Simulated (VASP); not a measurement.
# In3Sb (Pm-3m) in VASP: vibrations by perturbation theory with LDA

Aim: the vibrations by perturbation theory of In3Sb with LDA.

Everything below comes from runs of VASP 6.6.1. Logs are shortened: lines on timing, memory, paths and dates and some standing lists are left out, and cuts for length are marked.

### Step 1. The cell of the first run

The structure is cubic, space group Pm-3m (No. 221). The conventional cell has a = 4.837 Å, b = 4.837 Å, c = 4.837 Å, α = 90.00°, β = 90.00°, γ = 90.00°. In (site symmetry 4/mmm) has 8 In at 3.42 Å and 4 Sb at 3.42 Å within 4.5 Å. Sb (site symmetry m-3m) has 12 In at 3.42 Å within 4.5 Å.

### Step 2. Vibrations by perturbation theory, LDA

Input file INCAR:

```
SYSTEM = In3Sb
ALGO     = Normal         ! electronic algorithm
EDIFF    = 1E-8           ! SCF threshold, eV
ENCUT    = 520            ! plane-wave cutoff, eV
GGA      = CA             ! functional
IBRION   = 8              ! ionic algorithm
ISIF     = 2              ! what is computed and relaxed
ISMEAR   = -1             ! smearing method
LASPH    = .True.         ! aspherical terms in the spheres
LCHARG   = .True.         ! write CHGCAR
LREAL    = .False.        ! projectors in reciprocal space
LWAVE    = .False.        ! write WAVECAR
NELM     = 80             ! most SCF steps
NSW      = 1              ! ionic steps
PREC     = Accurate       ! precision mode
SIGMA    = 0.1            ! smearing width, eV
```

Input file KPOINTS:

```
k-points
0
Gamma
  4 4 4
  0 0 0
```

Input file POSCAR:

```
In3Sb
1.0
    4.8369620000      0.0000000000      0.0000000000
    0.0000000000      4.8369620000      0.0000000000
    0.0000000000      0.0000000000      4.8369620000
In Sb
3 1
Direct
    0.5000000000      0.5000000000      0.0000000000
    0.5000000000      0.0000000000      0.5000000000
    0.0000000000      0.5000000000      0.5000000000
    0.0000000000      0.0000000000      0.0000000000
```

Potentials or basis: VASP PAW LDA potentials, release 64 (In_d, Sb).

On the command line:

```
$ cat potpaw_LDA.64/In_d/POTCAR potpaw_LDA.64/Sb/POTCAR > POTCAR
$ mpirun -np 1 vasp_std > vasp.out
```

OUTCAR:

```text
SYSTEM = In3Sb
   EDIFF = 1E-8
   ENCUT = 520
   GGA = CA
   IBRION = 8
   ISIF = 2
   ISMEAR = -1
   LASPH = .True.
   LREAL = .False.
   NELM = 80
   NSW = 1
   PREC = Accurate

 ion  position               nearest neighbor table
   1  0.500  0.500  0.000-   2 3.42   3 3.42   4 3.42   2 3.42   3 3.42   2 3.42   4 3.42   2 3.42
                             3 3.42   4 3.42   3 3.42   4 3.42
   2  0.500  0.000  0.500-   1 3.42   3 3.42   4 3.42   1 3.42   4 3.42   1 3.42   3 3.42   1 3.42
                             3 3.42   4 3.42   4 3.42   3 3.42
   3  0.000  0.500  0.500-   1 3.42   2 3.42   4 3.42   1 3.42   4 3.42   2 3.42   4 3.42   4 3.42
                             1 3.42   2 3.42   1 3.42   2 3.42
   4  0.000  0.000  0.000-   1 3.42   2 3.42   3 3.42   2 3.42   3 3.42   1 3.42   3 3.42   3 3.42
                             1 3.42   2 3.42   2 3.42   1 3.42

  LATTYP: Found a simple cubic cell.
 ALAT       =     4.8369620000

  Lattice vectors:

 A1 = (   4.8369620000,   0.0000000000,   0.0000000000)
 A2 = (   0.0000000000,   4.8369620000,   0.0000000000)
 A3 = (   0.0000000000,   0.0000000000,   4.8369620000)

Analysis of symmetry for initial positions (statically):
=====================================================================
 Subroutine PRICEL returns:
 Original cell was already a primitive cell.

 Routine SETGRP: Setting up the symmetry group for a
 simple cubic supercell.

 Subroutine GETGRP returns: Found 48 space group operations
 (whereof 48 operations were pure point group operations)
 out of a pool of 48 trial point group operations.

The static configuration has the point symmetry O_h .

Analysis of symmetry for dynamics (positions and initial velocities):
=====================================================================
 Subroutine PRICEL returns:
 Original cell was already a primitive cell.

 Routine SETGRP: Setting up the symmetry group for a
 simple cubic supercell.

 Subroutine GETGRP returns: Found 48 space group operations
 (whereof 48 operations were pure point group operations)
 out of a pool of 48 trial point group operations.

The dynamic configuration has the point symmetry O_h .

 Subroutine INISYM returns: Found 48 space group operations
 (whereof 48 operations are pure point group operations),
 and found     1 'primitive' translations

----------------------------------------------------------------------------------------

                                     Primitive cell

  volume of cell :     113.1665

  direct lattice vectors                    reciprocal lattice vectors
     4.836962000  0.000000000  0.000000000     0.206741339  0.000000000  0.000000000
     0.000000000  4.836962000  0.000000000     0.000000000  0.206741339  0.000000000
     0.000000000  0.000000000  4.836962000     0.000000000  0.000000000  0.206741339

  length of vectors
     4.836962000  4.836962000  4.836962000     0.206741339  0.206741339  0.206741339

  position of ions in fractional coordinates (direct lattice)
     0.500000000  0.500000000  0.000000000
     0.500000000  0.000000000  0.500000000
     0.000000000  0.500000000  0.500000000
     0.000000000  0.000000000  0.000000000

  ion indices of the primitive-cell ions
   primitive index   ion index
                 1           1
                 2           2
                 3           3
                 4           4

[... 103 lines left out ...]

  energy without entropy =      -14.08460156  energy(sigma->0) =      -14.12964946

 E-fermi :   6.7476     XC(G=0): -10.1573

 val. band max:        6.5191293404   @ k =   0.5000   0.5000   0.0000
 cond. band min:       6.7780082427   @ k =   0.2500   0.2500   0.0000
 fundamental gap:      0.2588789023
 Fermi energy:         6.7476088180

 k-point     1 :       0.0000    0.0000    0.0000
  band No.  band energies     occupation
      1      -7.9502      2.00000
      2      -7.9468      2.00000
      3      -7.9468      2.00000
      4      -7.9468      2.00000
      5      -7.8099      2.00000
      6      -7.8099      2.00000
[... 279 lines left out ...]
     25      11.7986      0.00000
     26      11.7986      0.00000

------------------------ aborting loop because EDIFF is reached ----------------------------------------

  FORCE on cell =-STRESS in cart. coord.  units (eV):
  Direction    XX          YY          ZZ          XY          YZ          ZX
  --------------------------------------------------------------------------------------
  -------------------------------------------------------------------------------------
  Total       -3.1296524     -3.1296524     -3.1296524     -0.0000000      0.0000000     -0.0000000
  in kB      -44.3086645    -44.3086645    -44.3086645     -0.0000000      0.0000000     -0.0000000
  external PRESSURE =     -44.3086645 kB  Pullay stress =       0.0000000 kB

 VOLUME and BASIS-vectors are now :
 -----------------------------------------------------------------------------
  energy-cutoff  :      520.00
  volume of cell :      113.17
      direct lattice vectors                 reciprocal lattice vectors
     4.836962000  0.000000000  0.000000000     0.206741339  0.000000000  0.000000000
     0.000000000  4.836962000  0.000000000     0.000000000  0.206741339  0.000000000
     0.000000000  0.000000000  4.836962000     0.000000000  0.000000000  0.206741339

 POSITION                                       TOTAL-FORCE (eV/Angst)
 -----------------------------------------------------------------------------------
      2.41848      2.41848      0.00000         0.000000      0.000000      0.000000
      2.41848      0.00000      2.41848         0.000000      0.000000      0.000000
      0.00000      2.41848      2.41848         0.000000      0.000000      0.000000
      0.00000      0.00000      0.00000         0.000000      0.000000      0.000000
 -----------------------------------------------------------------------------------
    total drift:                                0.000000      0.000000      0.000000

  FREE ENERGIE OF THE ION-ELECTRON SYSTEM (eV)
  ---------------------------------------------------
  free  energy   TOTEN  =       -14.1746973640 eV

  energy  without entropy=      -14.0846015570  energy(sigma->0) =      -14.12964946

[... ionic steps 2 to 12 ...]

--------------------------------------- Ionic step       13  -------------------------------------------

 Free energy of the ion-electron system (eV)
  ---------------------------------------------------
  ---------------------------------------------------
  free energy    TOTEN  =        -0.02898045 eV

  energy without entropy =       -0.02898045

------------------------ aborting loop because EDIFF is reached ----------------------------------------

 INTERNAL STRAIN TENSOR  FOR ION    4  DIRECTION 1   (eV/Angst):
 -----------------------------------------------------------------------------
     0.01573  0.00000 -0.00000
    -0.00000  0.00187 -0.00000
     0.00000 -0.00000  0.00187

 INTERNAL STRAIN TENSOR FOR ION    4 for displacements in x,y,z  (eV/Angst):
          X           Y           Z          XY          YZ          ZX
  --------------------------------------------------------------------------------
  x     0.00000     0.00000     0.00000     0.00000     0.00000     0.00000
  y     0.00000     0.00000     0.00000     0.00000     0.00000     0.00000
  z     0.00000     0.00000     0.00000     0.00000     0.00000     0.00000

 SECOND DERIVATIVES (NOT SYMMETRIZED)
 ------------------------------------
               1X          1Y          1Z          2X          2Y          2Z          3X          3Y          3Z          4X          4Y          4Z
  1X    -0.344549    0.000000    0.000000   -0.397743    0.000000    0.000000    0.666866    0.000000    0.000000    0.075426    0.000000    0.000000
  1Y     0.000000   -0.344549    0.000000    0.000000    0.666866    0.000000    0.000000   -0.397743    0.000000    0.000000    0.075426    0.000000
  1Z     0.000000    0.000000   -0.656366   -0.000000   -0.000000    0.662155   -0.000000   -0.000000    0.662155    0.000000    0.000000   -0.667944
  2X    -0.397743    0.000000    0.000000   -0.344549    0.000000    0.000000    0.666866    0.000000    0.000000    0.075426    0.000000    0.000000
  2Y    -0.000000    0.662155   -0.000000   -0.000000   -0.656366   -0.000000    0.000000    0.662155   -0.000000    0.000000   -0.667944   -0.000000
  2Z     0.000000    0.000000    0.666866    0.000000    0.000000   -0.344549    0.000000    0.000000   -0.397743    0.000000    0.000000    0.075426
  3X     0.662155   -0.000000   -0.000000    0.662155    0.000000   -0.000000   -0.656366   -0.000000   -0.000000   -0.667944    0.000000    0.000000
  3Y     0.000000   -0.397743    0.000000    0.000000    0.666866    0.000000    0.000000   -0.344549    0.000000    0.000000    0.075426    0.000000
  3Z     0.000000    0.000000    0.666866    0.000000    0.000000   -0.397743    0.000000    0.000000   -0.344549    0.000000    0.000000    0.075426
  4X     0.087607   -0.000000   -0.000000    0.087607    0.000000   -0.000000   -0.669248    0.000000    0.000000    0.494033    0.000000    0.000000
  4Y    -0.000000    0.087607    0.000000    0.000000   -0.669248    0.000000    0.000000    0.087607   -0.000000    0.000000    0.494033    0.000000
  4Z     0.000000    0.000000   -0.669248   -0.000000   -0.000000    0.087607    0.000000   -0.000000    0.087607    0.000000    0.000000    0.494033

 Eigenvectors and eigenvalues of the dynamical matrix
 ----------------------------------------------------

   1 f  =    1.940954 THz    12.195372 2PiTHz   64.743248 cm-1     8.027136 meV
             X         Y         Z           dx          dy          dz
      2.418481  2.418481  0.000000     0.094040   -0.463957   -0.000000
      2.418481  0.000000  2.418481     0.094040    0.689688    0.000000
      0.000000  2.418481  2.418481    -0.139794   -0.463957    0.000000
      0.000000  0.000000  0.000000    -0.047256    0.233143   -0.000000
[... 71 lines left out ...]
  12 f/i=    1.334917 THz     8.387532 2PiTHz   44.528047 cm-1     5.520772 meV
             X         Y         Z           dx          dy          dz
      2.418481  2.418481  0.000000     0.104566    0.139343   -0.029982
      2.418481  0.000000  2.418481     0.104566    0.409423   -0.010204
      0.000000  2.418481  2.418481     0.307241    0.139343   -0.010204
      0.000000  0.000000  0.000000    -0.492710   -0.656576    0.048081

--------------------------------------------------------------------------------------------------------

 ELASTIC MODULI CONTR FROM IONIC RELAXATION (kBar)
 Direction    XX          YY          ZZ          XY          YZ          ZX
 --------------------------------------------------------------------------------
 XX           0.0000      0.0000      0.0000      0.0000      0.0000      0.0000
 YY           0.0000      0.0000      0.0000      0.0000      0.0000      0.0000
 ZZ           0.0000      0.0000      0.0000      0.0000      0.0000      0.0000
 XY           0.0000      0.0000      0.0000      0.0000      0.0000      0.0000
 YZ           0.0000      0.0000      0.0000      0.0000      0.0000      0.0000
 ZX           0.0000      0.0000      0.0000      0.0000      0.0000      0.0000
 --------------------------------------------------------------------------------
```

It took 9.1 min on 1 thread of AMD EPYC 7R13, shared host; peak memory 0.29 GiB.

Results:

```
Highest phonon frequency at Γ, LO-TO splitting left out : 65 cm⁻¹
Most unstable mode                                      : 45i cm⁻¹
```

Phonon frequencies in cm⁻¹ (negative: imaginary):
| q point | frequencies |
| --- | --- |
| (0.000, 0.000, 0.000) | -45 -45 -45 -11 -11 -11 0 0 0 65 65 65 |

Caveat: the cell wasn't relaxed at this level first, which shifts response properties; some modes are imaginary; spin-orbit coupling is left out, which moves the levels of the heavy elements.
